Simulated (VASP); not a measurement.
# In3GaSb2N2 (P-4m2) in VASP: a series of runs

The runs below take In3GaSb2N2 through relaxation of cell and atoms, with PBE.

Everything below comes from runs of VASP 6.6.1. Logs are shortened: lines on timing, memory, paths and dates and some standing lists are left out, and cuts for length are marked.

### Step 1. The cell of the first run

Symmetry: P-4m2, No. 115, tetragonal system. Conventional cell: a = 3.800 Å, b = 3.800 Å, c = 11.570 Å, α = 90.00°, β = 90.00°, γ = 90.00°. Within 2.8 Å of In (site symmetry 2mm) lie 2 N at 2.14 Å and 2 Sb at 2.78 Å. Within 3.6 Å of In (site symmetry -4m2) lie 4 Sb at 2.73 Å. Ga (site symmetry -4m2) has 4 N at 2.07 Å within 2.7 Å. Within 3.6 Å of Sb (site symmetry 2mm) lie 4 In at 2.73 to 2.78 Å. Within 2.7 Å of N (site symmetry 2mm) lie 2 Ga at 2.07 Å and 2 In at 2.14 Å.

### Step 2. Relaxation of cell and atoms, PBE

INCAR

```
  ALGO = Normal
  EDIFF = 1E-6
  EDIFFG = -0.08
  ENCUT = 600
  GGA = PE
  IBRION = 2
  ISIF = 3
  ISMEAR = 0
  LASPH = True
  LCHARG = False
  LREAL = False
  LWAVE = False
  NELM = 60
  NSW = 36
  PREC = Accurate
  SIGMA = 0.15
```

KPOINTS

```
k-points
0
Gamma
  3 3 1
```

POSCAR

```
In3GaSb2N2
1.0
    3.8000000000      0.0000000000      0.0000000000
    0.0000000000      3.8000000000      0.0000000000
    0.0000000000      0.0000000000     11.5700000000
In Ga Sb N
3 1 2 2
Direct
    0.5000000000      0.5000000000      0.1550000000
    0.5000000000      0.5000000000      0.8450000000
    0.0000000000      0.0000000000      0.5000000000
    0.0000000000      0.0000000000      0.0000000000
    0.5000000000      0.0000000000      0.6700000000
    0.0000000000      0.5000000000      0.3300000000
    0.0000000000      0.5000000000      0.9300000000
    0.5000000000      0.0000000000      0.0700000000
```

Potentials or basis: VASP PAW PBE potentials, release 64 (In_d, Ga_d, Sb, N).

Launch:

```console
> cat potpaw_PBE.64/In_d/POTCAR potpaw_PBE.64/Ga_d/POTCAR potpaw_PBE.64/Sb/POTCAR potpaw_PBE.64/N/POTCAR > POTCAR
> mpirun -np 1 vasp_std > vasp.out
```

OUTCAR:

```text
EDIFF = 1E-6
   EDIFFG = -0.08
   ENCUT = 600
   GGA = PE
   IBRION = 2
   ISIF = 3
   ISMEAR = 0
   LASPH = True
   LREAL = False
   NELM = 60
   NSW = 36
   PREC = Accurate

 ion  position               nearest neighbor table
   1  0.500  0.500  0.155-   8 2.14   8 2.14   6 2.78   6 2.78   4 3.23   4 3.23   4 3.23   4 3.23
                             2 3.59
   2  0.500  0.500  0.845-   7 2.14   7 2.14   5 2.78   5 2.78   4 3.23   4 3.23   4 3.23   4 3.23
                             1 3.59
   3  0.000  0.000  0.500-   5 2.73   6 2.73   6 2.73   5 2.73
   4  0.000  0.000  0.000-   7 2.07   8 2.07   7 2.07   8 2.07   1 3.23   2 3.23   1 3.23   1 3.23
                             2 3.23   2 3.23   1 3.23   2 3.23
   5  0.500  0.000  0.670-   3 2.73   3 2.73   2 2.78   2 2.78
   6  0.000  0.500  0.330-   3 2.73   3 2.73   1 2.78   1 2.78
   7  0.000  0.500  0.930-   4 2.07   4 2.07   2 2.14   2 2.14
   8  0.500  0.000  0.070-   4 2.07   4 2.07   1 2.14   1 2.14

  LATTYP: Found a simple tetragonal cell.
 ALAT       =     3.8000000000
 C/A-ratio  =     3.0447368421

  Lattice vectors:

 A1 = (   3.8000000000,   0.0000000000,   0.0000000000)
 A2 = (   0.0000000000,   3.8000000000,   0.0000000000)
 A3 = (   0.0000000000,   0.0000000000,  11.5700000000)

Analysis of symmetry for initial positions (statically):
=====================================================================
 Subroutine PRICEL returns:
 Original cell was already a primitive cell.

 Routine SETGRP: Setting up the symmetry group for a
 simple tetragonal supercell.

 Subroutine GETGRP returns: Found  8 space group operations
 (whereof  8 operations were pure point group operations)
 out of a pool of 16 trial point group operations.

The static configuration has the point symmetry D_2d.

Analysis of symmetry for dynamics (positions and initial velocities):
=====================================================================
 Subroutine PRICEL returns:
 Original cell was already a primitive cell.

 Routine SETGRP: Setting up the symmetry group for a
 simple tetragonal supercell.

 Subroutine GETGRP returns: Found  8 space group operations
 (whereof  8 operations were pure point group operations)
 out of a pool of 16 trial point group operations.

The dynamic configuration has the point symmetry D_2d.

 Subroutine INISYM returns: Found  8 space group operations
 (whereof  8 operations are pure point group operations),
 and found     1 'primitive' translations

----------------------------------------------------------------------------------------

                                     Primitive cell

  volume of cell :     167.0708

  direct lattice vectors                    reciprocal lattice vectors
     3.800000000  0.000000000  0.000000000     0.263157895  0.000000000  0.000000000
     0.000000000  3.800000000  0.000000000     0.000000000  0.263157895  0.000000000
     0.000000000  0.000000000 11.570000000     0.000000000  0.000000000  0.086430424

[... 65 lines left out ...]
   ISTART =      0    job   : 0-new  1-cont  2-samecut
   ICHARG =      2    charge: 1-file 2-atom 10-const
   ISPIN  =      1    spin polarized calculation?
   LNONCOLLINEAR =      F non collinear calculations
   LSORBIT =      F    spin-orbit coupling
   LASPH  =      T    aspherical Exc in radial PAW
   ENCUT  =  600.0 eV  44.10 Ry    6.64 a.u.   7.59  7.59 23.11*2*pi/ulx,y,z
   NELM   =     60;   NELMIN=  2; NELMDL= -5     # of ELM steps
   EDIFF  = 0.1E-05   stopping-criterion for ELM
   LREAL  =      F    real-space projection
   EDIFFG = -.8E-01   stopping-criterion for IOM
   NSW    =     36    number of steps for IOM
   IBRION =      2    ionic relax: 0-MD 1-quasi-New 2-CG
   NFREE  =      1    steps in history (QN), initial steepest desc. (CG)
   ISIF   =      3    stress and relaxation
   ISYM   =      2    0-nonsym 1-usesym 2-fastsym
   POTIM  = 0.5000    time-step for ionic-motion
   TEBEG  =    0.0;   TEEND  =   0.0 temperature during run
   PSTRESS=    0.0 pullay stress
   NELECT =      72.0000    total number of electrons
   NUPDOWN=      -1.0000    fix difference up-down
   EMIN   =  10.00;   EMAX   =-10.00  energy-range for DOS
   EFERMI =   0.00;   METHOD = LEGACY
   ISMEAR =     0;   SIGMA  =   0.15  broadening in eV -4-tet -1-fermi 0-gaus
   EFERMI_NEDOS =   21; number of points for ismear=-14 and -15
   IALGO  =     38    algorithm
   IMIX   =      4    mixing-type and parameters
     AMIX     =   0.40;   BMIX     =  1.00
     AMIX_MAG =   1.60;   BMIX_MAG =  1.00
  volume/ion in A,a.u.               =      20.88       140.93
  Fermi-wavevector in a.u.,A,eV,Ry     =   1.236570  2.336779 20.804752  1.529106
  Thomas-Fermi vector in A             =   2.371173
   LORBIT       =      0    0 simple, 1 ext, 2 COOP (PROOUT), +10 PAW based schemes
   GGA     = PE    functional components
   LHFCALC =     F    Hartree Fock is set to
   AEXX    =    0.0000 exact exchange contribution
   IVDW    =     0    specifies the selected vdW correction
   LEPSILON=     F    determine dielectric tensor
   LRPA    =     F    only Hartree local field effects (RPA)
 conjugate gradient relaxation of ions
 non-spin polarized calculation
 Gauss-broadening in eV      SIGMA  =   0.15
  energy-cutoff  :      600.00
  volume of cell :      167.07
 maximum number of plane-waves:      5599
 NGX is ok and might be reduce to    30
   NGX = 15   NGY = 15   NGZ = 47

--------------------------------------- Ionic step        1  -------------------------------------------

 number of electron      72.0000015 magnetization

 Free energy of the ion-electron system (eV)
  ---------------------------------------------------
  ext. energy  EPLUGINS =         0.00000000
  ---------------------------------------------------
  free energy    TOTEN  =       -32.39697777 eV

  energy without entropy =      -32.29959096  energy(sigma->0) =      -32.34828437

 E-fermi :   8.0874     XC(G=0): -10.1531

 val. band max:        8.0033025419   @ k =   0.0000   0.0000   0.0000
 cond. band min:       8.0929529695   @ k =   0.3333   0.0000   0.0000
 fundamental gap:      0.0896504276
 Fermi energy:         8.0873806340

 k-point     1 :       0.0000    0.0000    0.0000
  band No.  band energies     occupation
      1      -9.3261      2.00000
      2      -9.0351      2.00000
      3      -7.8396      2.00000
      4      -7.8396      2.00000
      5      -7.8336      2.00000
      6      -7.7136      2.00000
[... 378 lines left out ...]
--------------------------------------- Ionic step        7  -------------------------------------------

 number of electron      72.0000018 magnetization

 Free energy of the ion-electron system (eV)
  ---------------------------------------------------
  ext. energy  EPLUGINS =         0.00000000
  ---------------------------------------------------
  free energy    TOTEN  =       -33.08873145 eV

  energy without entropy =      -33.02703101  energy(sigma->0) =      -33.05788123

 E-fermi :   6.3751     XC(G=0):  -9.5403

 val. band max:        6.3499864532   @ k =   0.0000   0.0000   0.0000
 cond. band min:       6.5287878113   @ k =   0.3333   0.0000   0.0000
 fundamental gap:      0.1788013581
 Fermi energy:         6.3751368417

 k-point     1 :       0.0000    0.0000    0.0000
  band No.  band energies     occupation
      1      -9.8448      2.00000
      2      -9.8087      2.00000
      3      -9.1279      2.00000
      4      -9.1279      2.00000
      5      -9.0904      2.00000
      6      -9.0309      2.00000
[... 162 lines left out ...]
  FREE ENERGIE OF THE ION-ELECTRON SYSTEM (eV)
  ---------------------------------------------------
  free  energy   TOTEN  =       -33.0887314536 eV

  energy  without entropy=      -33.0270310148  energy(sigma->0) =      -33.05788123

 reached required accuracy - stopping structural energy minimisation
```

CONTCAR:

```text
In3GaSb2N2
   1.00000000000000
     3.9906293795114482    0.0000000000000000   -0.0000000000000000
     0.0000000000000000    3.9906293795114482    0.0000000000000000
     0.0000000000000000    0.0000000000000000   11.9498473548771731
  In              Ga              Sb              N
     3     1     2     2
Direct
     0.5000000000000000    0.5000000000000000    0.1552580470566975
     0.5000000000000000    0.5000000000000000    0.8447419529433025
     0.0000000000000000    0.0000000000000000    0.5000000000000000
     0.0000000000000000    0.0000000000000000    0.0000000000000000
     0.5000000000000000    0.0000000000000000    0.6617171114545746
     1.0000000000000000    0.5000000000000000    0.3382828885454254
     0.0000000000000000    0.5000000000000000    0.9329951243808453
     0.5000000000000000    0.0000000000000000    0.0670048756191547

  0.00000000E+00  0.00000000E+00  0.00000000E+00
  0.00000000E+00  0.00000000E+00  0.00000000E+00
  0.00000000E+00  0.00000000E+00  0.00000000E+00
  0.00000000E+00  0.00000000E+00  0.00000000E+00
  0.00000000E+00  0.00000000E+00  0.00000000E+00
  0.00000000E+00  0.00000000E+00  0.00000000E+00
  0.00000000E+00  0.00000000E+00  0.00000000E+00
  0.00000000E+00  0.00000000E+00  0.00000000E+00
```

It took 4.9 min on 1 thread of Intel Xeon Platinum 8488C (Sapphire Rapids), shared host; peak memory 0.31 GiB.

What came out:

```
Free energy                           : -33.0887 eV
Relaxed volume                        : 23.79 Å³/atom
Relaxed cell                          : a = 3.991 Å, b = 3.991 Å, c = 11.950 Å, α = 90.00°, β = 90.00°, γ = 90.00°
Space group after relaxing (to 0.1 Å) : P-4m2 (No. 115)
Energy gained by relaxing             : 86.5 meV/atom
Ionic steps                           : 7
Pressure after relaxing               : -0.1 GPa
Largest force after relaxing          : 0.056 eV/Å
Band gap on the k mesh                : zero (filled and empty bands touch)
```

Forces in eV/Å, atoms in the order of the input:
```
In   0.000  0.000  0.030
In   0.000  0.000 -0.030
In   0.000  0.000  0.000
Ga   0.000  0.000  0.000
Sb   0.000  0.000  0.010
Sb   0.000  0.000 -0.010
N    0.000  0.000 -0.056
N    0.000  0.000  0.056
```

Stress tensor (GPa, compression positive):
```
-0.06  0.00  0.00
 0.00 -0.06  0.00
 0.00  0.00 -0.15
```

The path:
```
step  energy change (eV)  largest force (eV/Å)  pressure (GPa)  volume (Å³)
   1              0.0000                0.5948           10.02       167.07
   2             -0.5091                0.5702           -3.27       200.69
   3             -0.6366                0.5070           -0.04       188.96
   4             -0.6364                0.5099           -0.39       189.42
   5             -0.6609                0.4153           -0.19       189.66
   6             -0.6907                0.0946           -0.12       190.17
   7             -0.6918                0.0556           -0.09       190.30
```

Final structure:
```
In Ga Sb N
1.0
     3.99063    0.00000    0.00000
     0.00000    3.99063    0.00000
     0.00000    0.00000   11.94985
In Ga Sb N
3 1 2 2
Direct
  0.50000 0.50000 0.15526
  0.50000 0.50000 0.84474
  0.00000 0.00000 0.50000
  0.00000 0.00000 0.00000
  0.50000 0.00000 0.66172
  0.00000 0.50000 0.33828
  0.00000 0.50000 0.93300
  0.50000 0.00000 0.06700
```

Levels at points of the mesh, in eV from the Fermi level:
```
           k point  band 34  band 35  band 36  band 37  band 38  band 39
(0.00, 0.00, 0.00)    -1.06    -1.06    -0.03    -0.03     0.24     1.52
```

Caveat: the k points lie up to 0.53 Å⁻¹ apart in the final cell; semilocal functionals underestimate gaps, so a narrow gap can read as zero; spin-orbit coupling is left out, which moves the levels of the heavy elements; the relaxation stopped at a loose force limit of 0.08 eV/Å, so its end isn't a converged minimum.

[end of part 1 of 2]
